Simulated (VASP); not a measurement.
# Co (Fm-3m) in VASP: a series of runs

The runs below take Co through single point, with PBE+U.

All numbers are computed with VASP 6.6.1; they aren't measurements. Logs are shortened: lines on timing, memory, paths and dates and some standing lists are left out, and cuts for length are marked.

**1. The cell of the first run**

Symmetry: Fm-3m, No. 225, cubic system. The conventional cell has a = 3.602 Å, b = 3.602 Å, c = 3.602 Å, α = 90.00°, β = 90.00°, γ = 90.00°. Co (site symmetry m-3m) has 12 Co at 2.55 Å within 3.4 Å.

**2. Single point, PBE+U, collinear spin, ferromagnetic start**

Input file INCAR:

```
PREC = Accurate
ENCUT = 520
EDIFF = 1E-7
ISMEAR = -1
SIGMA = 0.05
LREAL = F
LASPH = T
NELM = 150
ALGO = Normal
ISIF = 2
LWAVE = F
LCHARG = T
ISPIN = 2
MAGMOM = 3 3
LORBIT = 11
LMAXMIX = 4
LDAU = T
LDAUTYPE = 2
LDAUL = 2
LDAUU = 2.6
LDAUJ = 0
LDAUPRINT = 1
GGA = PE
LELF = T
LVHAR = T
NBANDS = 20
ISYM = 0
```

Input file KPOINTS:

```
regular mesh
0
Gamma
  7 10 13
```

Input file POSCAR:

```
Co
1.0
   -1.8010000000     -1.8010000000     -3.6020000000
    1.8010000000     -1.8010000000      0.0000000000
   -1.8010000000     -1.8010000000      0.0000000000
Co
2
Direct
    0.0000000000      0.0000000000      0.0000000000
    0.5000000000      0.5000000000      0.0000000000
```

Potentials or basis: VASP PAW PBE potentials, release 64 (Co).

Launch:

```bash
$ cat potpaw_PBE.64/Co/POTCAR > POTCAR
$ mpirun -np 1 vasp_std > vasp.out
```

OUTCAR:

```text
PREC = Accurate
   ENCUT = 520
   EDIFF = 1E-7
   ISMEAR = -1
   LREAL = F
   LASPH = T
   NELM = 150
   ISIF = 2
   ISPIN = 2
   LORBIT = 11
   GGA = PE
   ISYM = 0

 ion  position               nearest neighbor table
   1  0.000  0.000  0.000-   2 2.55   2 2.55   2 2.55   2 2.55   2 2.55   2 2.55   2 2.55   2 2.55

   2  0.500  0.500  0.000-   1 2.55   1 2.55   1 2.55   1 2.55   1 2.55   1 2.55   1 2.55   1 2.55

IMPORTANT INFORMATION: All symmetrisations will be switched off!
NOSYMM: (Re-)initialisation of all symmetry stuff for point group C_1.

----------------------------------------------------------------------------------------

                                     Primitive cell

  volume of cell :      23.3669

  direct lattice vectors                    reciprocal lattice vectors
    -1.801000000 -1.801000000 -3.602000000     0.000000000  0.000000000 -0.277623542
     1.801000000 -1.801000000  0.000000000     0.277623542 -0.277623542  0.000000000
    -1.801000000 -1.801000000  0.000000000    -0.277623542 -0.277623542  0.277623542

  length of vectors
     4.411531027  2.546998626  2.546998626     0.277623542  0.392618979  0.480858081

  position of ions in fractional coordinates (direct lattice)
     0.000000000  0.000000000  0.000000000
     0.500000000  0.500000000  0.000000000

  ion indices of the primitive-cell ions
   primitive index   ion index
                 1           1
                 2           2

----------------------------------------------------------------------------------------

 KPOINTS: regular mesh

Automatic generation of k-mesh.
 Grid dimensions read from file:
 generate k-points for:    7   10   13

 Generating k-lattice:

  Cartesian coordinates                     Fractional coordinates (reciprocal lattice)
     0.000000000  0.000000000 -0.039660506     0.142857143  0.000000000  0.000000000
     0.027762354 -0.027762354  0.000000000     0.000000000  0.100000000  0.000000000
    -0.021355657 -0.021355657  0.021355657     0.000000000  0.000000000  0.076923077

  Length of vectors
     0.039660506  0.039261898  0.036989083

  Shift w.r.t. Gamma in fractional coordinates (k-lattice)
     0.000000000  0.000000000  0.000000000

 -----------------------------------------------------------------------------
|                                                                             |
|           W    W    AA    RRRRR   N    N  II  N    N   GGGG   !!!           |
|           W    W   A  A   R    R  NN   N  II  NN   N  G    G  !!!           |
|           W    W  A    A  R    R  N N  N  II  N N  N  G       !!!           |
|           W WW W  AAAAAA  RRRRR   N  N N  II  N  N N  G  GGG   !            |
|           WW  WW  A    A  R   R   N   NN  II  N   NN  G    G                |
|           W    W  A    A  R    R  N    N  II  N    N   GGGG   !!!           |
|                                                                             |
|     Your reciprocal lattice and k-lattice belong to different lattice       |
|     classes:                                                                |
|                                                                             |
|        The reciprocal lattice is simple tetragonal,                         |
[... 110 lines left out ...]
  0.0000 -0.0004  0.0002  0.9170  0.0001
 -0.0000 -0.0001 -0.0000  0.0001  0.9352

spin component  2

  0.7122  0.0005 -0.0003  0.0005  0.0000
  0.0005  0.7156 -0.0016 -0.0016 -0.0011
 -0.0003 -0.0016  0.2613 -0.0016  0.0000
  0.0005 -0.0016 -0.0016  0.7156  0.0011
  0.0000 -0.0011  0.0000  0.0011  0.2624

 occupancies and eigenvectors

  o =  0.2613  v =  0.0000  0.0000  0.0000  0.0000  0.0000 -0.0006 -0.0034 -1.0000 -0.0034  0.0061      0.0000  0.0000  0.0000  0.0000  0.0000  0.0000  0.0000  0.0000  0.0000  0.0000
  o =  0.2624  v =  0.0000  0.0000  0.0000  0.0000  0.0000  0.0000  0.0025  0.0061 -0.0025  1.0000      0.0000  0.0000  0.0000  0.0000  0.0000  0.0000  0.0000  0.0000  0.0000  0.0000
  o =  0.7120  v =  0.0000  0.0000  0.0000  0.0000  0.0000 -0.9418  0.2375 -0.0011  0.2381  0.0000      0.0000  0.0000  0.0000  0.0000  0.0000  0.0000  0.0000  0.0000  0.0000  0.0000
  o =  0.7143  v =  0.0000  0.0000  0.0000  0.0000  0.0000 -0.3363 -0.6646  0.0048 -0.6672 -0.0000      0.0000  0.0000  0.0000  0.0000  0.0000  0.0000  0.0000  0.0000  0.0000  0.0000
  o =  0.7172  v =  0.0000  0.0000  0.0000  0.0000  0.0000 -0.0003 -0.7084  0.0000  0.7058  0.0035      0.0000  0.0000  0.0000  0.0000  0.0000  0.0000  0.0000  0.0000  0.0000  0.0000
  o =  0.9155  v =  0.9909 -0.0576  0.1072 -0.0576  0.0000  0.0000  0.0000  0.0000  0.0000  0.0000      0.0000  0.0000  0.0000  0.0000  0.0000  0.0000  0.0000  0.0000  0.0000  0.0000
  o =  0.9166  v = -0.0823 -0.7050  0.0030 -0.7044 -0.0000  0.0000  0.0000  0.0000  0.0000  0.0000      0.0000  0.0000  0.0000  0.0000  0.0000  0.0000  0.0000  0.0000  0.0000  0.0000
  o =  0.9175  v =  0.0000 -0.7068 -0.0000  0.7074 -0.0043  0.0000  0.0000  0.0000  0.0000  0.0000      0.0000  0.0000  0.0000  0.0000  0.0000  0.0000  0.0000  0.0000  0.0000  0.0000
  o =  0.9348  v =  0.1066 -0.0084 -0.9942 -0.0084 -0.0007  0.0000  0.0000  0.0000  0.0000  0.0000      0.0000  0.0000  0.0000  0.0000  0.0000  0.0000  0.0000  0.0000  0.0000  0.0000
  o =  0.9352  v =  0.0001 -0.0031 -0.0007  0.0031  1.0000  0.0000  0.0000  0.0000  0.0000  0.0000      0.0000  0.0000  0.0000  0.0000  0.0000  0.0000  0.0000  0.0000  0.0000  0.0000

atom =   2  type =  1  l = 2

 onsite density matrix

spin component  1

  0.9157  0.0000 -0.0020  0.0000 -0.0000
  0.0000  0.9170  0.0002 -0.0004 -0.0001
 -0.0020  0.0002  0.9346  0.0002 -0.0000
  0.0000 -0.0004  0.0002  0.9170  0.0001
 -0.0000 -0.0001 -0.0000  0.0001  0.9352

spin component  2

  0.7122  0.0005 -0.0003  0.0005  0.0000
  0.0005  0.7156 -0.0016 -0.0016 -0.0011
 -0.0003 -0.0016  0.2613 -0.0016  0.0000
  0.0005 -0.0016 -0.0016  0.7156  0.0011
  0.0000 -0.0011  0.0000  0.0011  0.2624

 occupancies and eigenvectors

  o =  0.2613  v =  0.0000  0.0000  0.0000  0.0000  0.0000 -0.0006 -0.0034 -1.0000 -0.0034  0.0061      0.0000  0.0000  0.0000  0.0000  0.0000  0.0000  0.0000  0.0000  0.0000  0.0000
  o =  0.2624  v =  0.0000  0.0000  0.0000  0.0000  0.0000  0.0000  0.0025  0.0061 -0.0025  1.0000      0.0000  0.0000  0.0000  0.0000  0.0000  0.0000  0.0000  0.0000  0.0000  0.0000
  o =  0.7120  v =  0.0000  0.0000  0.0000  0.0000  0.0000 -0.9416  0.2377 -0.0011  0.2383  0.0000      0.0000  0.0000  0.0000  0.0000  0.0000  0.0000  0.0000  0.0000  0.0000  0.0000
  o =  0.7143  v =  0.0000  0.0000  0.0000  0.0000  0.0000 -0.3366 -0.6645  0.0048 -0.6672 -0.0000      0.0000  0.0000  0.0000  0.0000  0.0000  0.0000  0.0000  0.0000  0.0000  0.0000
  o =  0.7172  v =  0.0000  0.0000  0.0000  0.0000  0.0000 -0.0003 -0.7085  0.0000  0.7057  0.0035      0.0000  0.0000  0.0000  0.0000  0.0000  0.0000  0.0000  0.0000  0.0000  0.0000
  o =  0.9155  v =  0.9909 -0.0578  0.1072 -0.0578  0.0000  0.0000  0.0000  0.0000  0.0000  0.0000      0.0000  0.0000  0.0000  0.0000  0.0000  0.0000  0.0000  0.0000  0.0000  0.0000
  o =  0.9166  v = -0.0825 -0.7050  0.0030 -0.7044 -0.0000  0.0000  0.0000  0.0000  0.0000  0.0000      0.0000  0.0000  0.0000  0.0000  0.0000  0.0000  0.0000  0.0000  0.0000  0.0000
  o =  0.9175  v =  0.0000 -0.7068 -0.0000  0.7074 -0.0043  0.0000  0.0000  0.0000  0.0000  0.0000      0.0000  0.0000  0.0000  0.0000  0.0000  0.0000  0.0000  0.0000  0.0000  0.0000
  o =  0.9348  v =  0.1066 -0.0084 -0.9942 -0.0084 -0.0007  0.0000  0.0000  0.0000  0.0000  0.0000      0.0000  0.0000  0.0000  0.0000  0.0000  0.0000  0.0000  0.0000  0.0000  0.0000
  o =  0.9352  v =  0.0001 -0.0031 -0.0007  0.0031  1.0000  0.0000  0.0000  0.0000  0.0000  0.0000      0.0000  0.0000  0.0000  0.0000  0.0000  0.0000  0.0000  0.0000  0.0000  0.0000

 number of electron      18.0000000 magnetization       3.6378251

 Free energy of the ion-electron system (eV)
  ---------------------------------------------------
  ext. energy  EPLUGINS =         0.00000000
  ---------------------------------------------------
  free energy    TOTEN  =       -10.05120677 eV

  energy without entropy =      -10.04000039  energy(sigma->0) =      -10.04560358

 E-fermi :   9.3752     XC(G=0): -12.9364

 val. band max:        9.3743194395   @ k =  -0.4286   0.2000   0.4615
 cond. band min:       9.3772003219   @ k =   0.1429   0.5000   0.1538
 fundamental gap:      0.0028808824
 Fermi energy:         9.3752480715

 spin component 1

 k-point     1 :       0.0000    0.0000    0.0000
  band No.  band energies     occupation
      1       0.7936      1.00000
      2       3.3808      1.00000
      3       4.2273      1.00000
      4       5.9445      1.00000
      5       5.9471      1.00000
      6       5.9494      1.00000
[... 1097 lines left out ...]
     19      33.4207      0.00000
     20      33.8653      0.00000

 [... further k-points ...]

------------------------ aborting loop because EDIFF is reached ----------------------------------------

  FORCE on cell =-STRESS in cart. coord.  units (eV):
  Direction    XX          YY          ZZ          XY          YZ          ZX
  --------------------------------------------------------------------------------------
  -------------------------------------------------------------------------------------
  Total       -1.0302887     -1.0303078     -1.0128176      0.0833001      0.0148064      0.0148024
  in kB      -70.6428777    -70.6441902    -69.4449519      5.7115615      1.0152185      1.0149435
  external PRESSURE =     -70.2440066 kB  Pullay stress =       0.0000000 kB

 VOLUME and BASIS-vectors are now :
 -----------------------------------------------------------------------------
  energy-cutoff  :      520.00
  volume of cell :       23.37
      direct lattice vectors                 reciprocal lattice vectors
    -1.801000000 -1.801000000 -3.602000000     0.000000000  0.000000000 -0.277623542
     1.801000000 -1.801000000  0.000000000     0.277623542 -0.277623542  0.000000000
    -1.801000000 -1.801000000  0.000000000    -0.277623542 -0.277623542  0.277623542

 POSITION                                       TOTAL-FORCE (eV/Angst)
 -----------------------------------------------------------------------------------
      0.00000      0.00000      0.00000         0.000000      0.000000      0.000000
      0.00000     -1.80100     -1.80100        -0.000000     -0.000000     -0.000000
 -----------------------------------------------------------------------------------
    total drift:                               -0.000000     -0.000000     -0.000000

  FREE ENERGIE OF THE ION-ELECTRON SYSTEM (eV)
  ---------------------------------------------------
  free  energy   TOTEN  =       -10.0512067688 eV

  energy  without entropy=      -10.0400003869  energy(sigma->0) =      -10.04560358

 total charge

# of ion       s       p       d       tot
------------------------------------------
    1        0.457   0.457   7.261   8.174
    2        0.457   0.457   7.261   8.174
--------------------------------------------------
tot          0.914   0.913  14.521  16.348

 magnetization (x)

# of ion       s       p       d       tot
------------------------------------------
    1       -0.010  -0.063   1.954   1.882
    2       -0.010  -0.063   1.954   1.882
--------------------------------------------------
tot         -0.019  -0.126   3.909   3.763
```

Wall time 5.1 min (1 thread of Intel Xeon Platinum 8488C (Sapphire Rapids), shared host); peak memory 0.39 GiB.

What came out:

```yaml
Free_energy: -10.0512 eV
Pressure: -7.0 GPa
Net_moment: 3.64 μB per cell
Site_moments: Co +1.88 μB
Valence_electrons_inside_the_program's_atomic_spheres: Co 8.17
```

Stress tensor (GPa, compression positive):
```
-7.06  0.57  0.10
 0.57 -7.06  0.10
 0.10  0.10 -6.94
```

Levels at points of the mesh, in eV from the Fermi level:
Spin up:
| k point | band 8 | band 9 | band 10 | band 11 | band 12 | band 13 | band 14 | band 15 |
| --- | --- | --- | --- | --- | --- | --- | --- | --- |
| (0.00, 0.00, 0.00) | -3.00 | -2.32 | -1.46 | -1.45 | 2.42 | 8.24 | 14.13 | 14.13 |
| (0.00, 0.50, 0.00) | -3.39 | -2.38 | -2.38 | 0.21 | 0.21 | 10.76 | 10.76 | 12.08 |
Spin down:
| k point | band 5 | band 6 | band 7 | band 8 | band 9 | band 10 |
| --- | --- | --- | --- | --- | --- | --- |
| (0.00, 0.00, 0.00) | -1.47 | -1.46 | 0.73 | 0.74 | 1.50 | 1.50 |
| (0.00, 0.50, 0.00) | -1.07 | -1.07 | -0.29 | -0.29 | 0.92 | 0.92 |

Eigenvalues of the final occupation matrices:
```csv
site,spin,trace,eigenvalues
site 1 d,1,4.62,0.92 0.92 0.92 0.93 0.94
site 1 d,2,2.67,0.26 0.26 0.71 0.71 0.72
site 2 d,1,4.62,0.92 0.92 0.92 0.93 0.94
site 2 d,2,2.67,0.26 0.26 0.71 0.71 0.72
```

Caveat: the U is typed as a test and isn't derived for this compound.

**3. Single point, PBE+U, collinear spin, antiferromagnetic start**

Input file INCAR:

```
SYSTEM = Co
PREC = Accurate ; ENCUT = 520
EDIFF = 1E-7 ; ISMEAR = -1
SIGMA = 0.05 ; LREAL = .FALSE.
LASPH = .TRUE. ; NELM = 150
ALGO = Normal ; ISIF = 2
LWAVE = .FALSE. ; LCHARG = .FALSE.
ISPIN = 2 ; MAGMOM = 3 -3
LORBIT = 11 ; LMAXMIX = 4
LDAU = .TRUE. ; LDAUTYPE = 2
LDAUL = 2 ; LDAUU = 2.6
LDAUJ = 0 ; LDAUPRINT = 1
GGA = PE ; ISYM = 0
NBANDS = 20
```

Input file KPOINTS:

```
Automatic mesh
0
G
  7 10 13
  0 0 0
```

POSCAR is that of step 2.

Potentials or basis: VASP PAW PBE potentials, release 64 (Co).

Launch:

```bash
$ cat potpaw_PBE.64/Co/POTCAR > POTCAR
$ mpirun -np 1 vasp_std > vasp.out
```

OUTCAR:

```text
SYSTEM = Co
   PREC = Accurate
   ENCUT = 520
   EDIFF = 1E-7
   ISMEAR = -1
   LREAL = .FALSE.
   LASPH = .TRUE.
   NELM = 150
   ISIF = 2
   ISPIN = 2
   LORBIT = 11
   GGA = PE
   ISYM = 0

 ion  position               nearest neighbor table
   1  0.000  0.000  0.000-   2 2.55   2 2.55   2 2.55   2 2.55   2 2.55   2 2.55   2 2.55   2 2.55

   2  0.500  0.500  0.000-   1 2.55   1 2.55   1 2.55   1 2.55   1 2.55   1 2.55   1 2.55   1 2.55

IMPORTANT INFORMATION: All symmetrisations will be switched off!
NOSYMM: (Re-)initialisation of all symmetry stuff for point group C_1.

----------------------------------------------------------------------------------------

                                     Primitive cell

  volume of cell :      23.3669

  direct lattice vectors                    reciprocal lattice vectors
    -1.801000000 -1.801000000 -3.602000000     0.000000000  0.000000000 -0.277623542
     1.801000000 -1.801000000  0.000000000     0.277623542 -0.277623542  0.000000000
    -1.801000000 -1.801000000  0.000000000    -0.277623542 -0.277623542  0.277623542

  length of vectors
[... 1343 lines left out ...]
------------------------ aborting loop because EDIFF is reached ----------------------------------------

  FORCE on cell =-STRESS in cart. coord.  units (eV):
  Direction    XX          YY          ZZ          XY          YZ          ZX
  --------------------------------------------------------------------------------------
  -------------------------------------------------------------------------------------
  Total       -1.0606403     -1.0606230      2.0986814      0.0277751      0.0054359      0.0053371
  in kB      -72.7239691    -72.7227837    143.8984027      1.9044287      0.3727176      0.3659462
  external PRESSURE =      -0.5161167 kB  Pullay stress =       0.0000000 kB

 VOLUME and BASIS-vectors are now :
 -----------------------------------------------------------------------------
  energy-cutoff  :      520.00
  volume of cell :       23.37
      direct lattice vectors                 reciprocal lattice vectors
    -1.801000000 -1.801000000 -3.602000000     0.000000000  0.000000000 -0.277623542
     1.801000000 -1.801000000  0.000000000     0.277623542 -0.277623542  0.000000000
    -1.801000000 -1.801000000  0.000000000    -0.277623542 -0.277623542  0.277623542

 POSITION                                       TOTAL-FORCE (eV/Angst)
 -----------------------------------------------------------------------------------
      0.00000      0.00000      0.00000         0.000000     -0.000000     -0.000000
      0.00000     -1.80100     -1.80100        -0.000000      0.000000      0.000000
 -----------------------------------------------------------------------------------
    total drift:                                0.000000     -0.000000     -0.000000

  FREE ENERGIE OF THE ION-ELECTRON SYSTEM (eV)
  ---------------------------------------------------
  free  energy   TOTEN  =        -9.3371117789 eV

  energy  without entropy=       -9.3243697501  energy(sigma->0) =       -9.33074076

 total charge

# of ion       s       p       d       tot
------------------------------------------
    1        0.470   0.472   7.232   8.173
    2        0.470   0.472   7.232   8.173
--------------------------------------------------
tot          0.939   0.943  14.464  16.347

 magnetization (x)

# of ion       s       p       d       tot
------------------------------------------
    1        0.032   0.028   1.841   1.901
    2       -0.032  -0.028  -1.841  -1.901
--------------------------------------------------
tot         -0.000   0.000  -0.000  -0.000
```

OSZICAR:

```text
N       E                     dE             d eps       ncg     rms          rms(c)
DAV:   1     0.928987167377E+02    0.92899E+02   -0.76838E+03 38432   0.116E+03
DAV:   2    -0.557927121013E+01   -0.98478E+02   -0.89264E+02 37272   0.217E+02
DAV:   3    -0.107991739242E+02   -0.52199E+01   -0.50592E+01 40824   0.614E+01
DAV:   4    -0.108842738217E+02   -0.85100E-01   -0.85013E-01 44064   0.686E+00
[... 17 lines left out ...]
DAV:  22    -0.933711081079E+01   -0.18535E-05   -0.30404E-05 46560   0.582E-02    0.139E-03
DAV:  23    -0.933711136687E+01   -0.55608E-06   -0.45968E-06 54200   0.190E-02    0.945E-04
DAV:  24    -0.933711162444E+01   -0.25757E-06   -0.26615E-06 32020   0.159E-02    0.648E-04
DAV:  25    -0.933711174340E+01   -0.11897E-06   -0.16332E-06 43568   0.118E-02    0.496E-04
DAV:  26    -0.933711177889E+01   -0.35488E-07   -0.41569E-07 26200   0.529E-03
   1 F= -.93371118E+01 E0= -.93307408E+01  d E =-.127420E-01  mag=    -0.0000
```

Run time: 5.8 min. Hardware: 1 thread of Intel Xeon 6975P-C, shared host; peak memory 0.4 GiB.

Results:

* Free energy: -9.3371 eV
* Pressure: -0.1 GPa
* Band gap on the k mesh: zero (filled and empty bands overlap)
* Net moment: 0.00 μB per cell
* Site moments: Co +1.90, -1.90 μB
* Valence electrons inside the program's atomic spheres: Co 8.17

Eigenvalues of the final occupation matrices:
```csv
site,spin,trace,eigenvalues
site 1 d,1,4.55,0.89 0.89 0.91 0.92 0.93
site 1 d,2,2.71,0.24 0.37 0.37 0.84 0.88
site 2 d,1,2.71,0.24 0.37 0.37 0.84 0.88
site 2 d,2,4.55,0.89 0.89 0.91 0.92 0.93
```

Caveat: the U is typed as a test and isn't derived for this compound. The state reached can hang on the start; a lower one may exist.
